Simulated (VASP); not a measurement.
Input of a VASP 6.6.1 run:

File POSCAR:

```
Al
1.0
    2.8124553515      0.0000000000      0.0000000000
   -1.4062276757      2.4356577814      0.0000000000
    0.0000000000      0.0000000000      4.8668500000
Al
2
Direct
    0.3333333333      0.6666666667      0.2500000000
    0.6666666667      0.3333333333      0.7500000000
```

File INCAR.step1:

```
GGA = PE
ISMEAR = 1
SIGMA = 0.1
LWAVE = False
LCHARG = True
NBANDS = 19
PREC = Accurate
LASPH = True
LREAL = False
ALGO = Normal
EDIFF = 1E-6
NELM = 120
GGA_COMPAT = False
ENCUT = 480
```

Contents of KPOINTS.step1:

```
k-points
0
Gamma
  12 12 6
```

INCAR.step2

```
GGA = PE
ISMEAR = -5
LWAVE = False
LCHARG = False
NBANDS = 19
PREC = Accurate
LASPH = True
LREAL = False
ALGO = Normal
EDIFF = 1E-6
NELM = 120
GGA_COMPAT = False
ENCUT = 480
NEDOS = 4001
LORBIT = 11
EMIN = -9.1097
EMAX = 15.8903
ICHARG = 11
```

Contents of KPOINTS.step2:

```
Automatic mesh
0
Gamma
  33 33 17
  0 0 0
```

Potentials or basis: VASP PAW PBE potentials, release 64 (Al).

Command:

```bash
$ cat potpaw_PBE.64/Al/POTCAR > POTCAR
$ cp INCAR.step1 INCAR
$ cp KPOINTS.step1 KPOINTS
$ mpirun -np 1 vasp_std > vasp.out
$ cp INCAR.step2 INCAR
$ cp KPOINTS.step2 KPOINTS
$ mpirun -np 1 vasp_std > vasp.out
```

Q: Predict the density of states at the Fermi level.

A: 0.42 states/eV/atom.
